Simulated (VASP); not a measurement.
Crystal: SiO2.

```xyz
12
Lattice="4.9877 0.0000 0.0000 0.0000 4.9877 0.0000 0.0000 0.0000 6.9697" Properties=species:S:1:pos:R:3 pbc="T T T"
Si    1.4709    1.4709    0.0000
Si    1.0230    3.9647    1.7424
Si    3.5168    3.5168    3.4848
Si    3.9647    1.0230    5.2273
O     1.2050    0.4828    1.2176
O     2.0110    3.6989    2.9600
O     3.7827    4.5049    4.7025
O     2.9767    1.2888    6.4449
O     3.6989    2.0110    4.0097
O     4.5049    3.7827    2.2672
O     1.2888    2.9767    0.5248
O     0.4828    1.2050    5.7521
```

| Quantity | Value |
| --- | --- |
| Program | VASP 6.6.1 |
| Task | relaxation of the atoms |
| Functional | PBE |
| Potentials or basis | VASP PAW PBE potentials, release 64 (Si, O) |
| Cutoff | 520 eV |
| k mesh | 5 × 5 × 4 |
| Occupations | fermi-dirac, width 0.02 eV |
| Spin | no spin polarisation |

At the start: pressure 9.1 GPa; volume 14.45 Å³/atom.

Task: How do energy, volume and symmetry change on relaxing?

Result: Over 11 steps the energy falls by 19.2 meV/atom; space group P4_12_12 (No. 92, to 0.1 Å) before and after.

Step by step:
| step | energy change (eV) | largest force (eV/Å) | pressure (GPa) |
| --- | --- | --- | --- |
| 1 | 0.0000 | 0.6844 | 9.11 |
| 2 | 0.0549 | 1.5893 | 7.49 |
| 3 | -0.0445 | 0.5815 | 8.30 |
| 4 | -0.1389 | 0.3659 | 5.83 |
| 5 | -0.1806 | 0.2724 | 2.86 |
| 6 | -0.2029 | 0.2787 | 2.47 |
| 7 | -0.2235 | 0.2821 | 1.57 |
| 8 | -0.2277 | 0.1701 | 1.23 |
| 9 | -0.2291 | 0.0393 | 1.34 |
| 10 | -0.2294 | 0.0322 | 1.29 |
| 11 | -0.2299 | 0.0154 | 1.16 |

Final structure:
```
CELL_PARAMETERS angstrom
4.98770 0.00000 0.00000
0.00000 4.98770 0.00000
0.00000 0.00000 6.96970
ATOMIC_POSITIONS crystal
Si 0.30365 0.30365 0.00000
Si 0.19635 0.80365 0.25000
Si 0.69635 0.69635 0.50000
Si 0.80365 0.19635 0.75000
O 0.23788 0.11292 0.18321
O 0.38709 0.73788 0.43321
O 0.76212 0.88709 0.68321
O 0.61291 0.26212 0.93321
O 0.73788 0.38709 0.56679
O 0.88709 0.76212 0.31679
O 0.26212 0.61291 0.06679
O 0.11292 0.23788 0.81679
```
